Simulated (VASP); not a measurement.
**Ca: electric field gradients with LDA**

The system is Ca.

```
Ca
1.0
    -2.20520    2.20520    2.19611
     2.20520   -2.20520    2.19611
     2.20520    2.20520   -2.19611
Ca
1
Direct
  0.50000 0.50000 0.00000
```

```
Program                : VASP 6.6.1
Task                   : electric field gradients
Functional             : LDA
Potentials or basis    : VASP PAW LDA potentials, release 64 (Ca_sv)
Cutoff                 : 520 eV
k mesh                 : 11 × 11 × 11
Occupations            : fermi-dirac, width 0.03 eV
Spin                   : no spin polarisation
Dipole correction      : no
Further INCAR settings : ALGO = Normal; EDIFF = 1e-08; NBANDS = 11
```

The pressure is -1.9 GPa and the band gap on the k mesh is zero (band 5 reaches 2.04 eV, above the bottom of band 6 at 1.79 eV).

Levels at points of the mesh, in eV from the Fermi level:
| k point | band 2 | band 3 | band 4 | band 5 | band 6 | band 7 | band 8 | band 9 |
| --- | --- | --- | --- | --- | --- | --- | --- | --- |
| (0.00, 0.00, 0.00) | -22.85 | -22.85 | -22.85 | -4.05 | 2.12 | 2.14 | 2.14 | 3.18 |

Electric field gradients, principal values (V/Å²):
```csv
atom,least,middle,greatest (by size)
1 Ca,-0.161,-0.162,0.323
```

Wall time 35 s on 1 thread of Intel(R) Xeon(R) Platinum 8259CL CPU @ 2.50GHz (Skylake/Cascade Lake), with other jobs on the host, peak memory 0.18 GiB.

Caveat: without QUAD_EFG the Cq values of the log hold for a quadrupole moment of 1 mb, not for the nuclei.
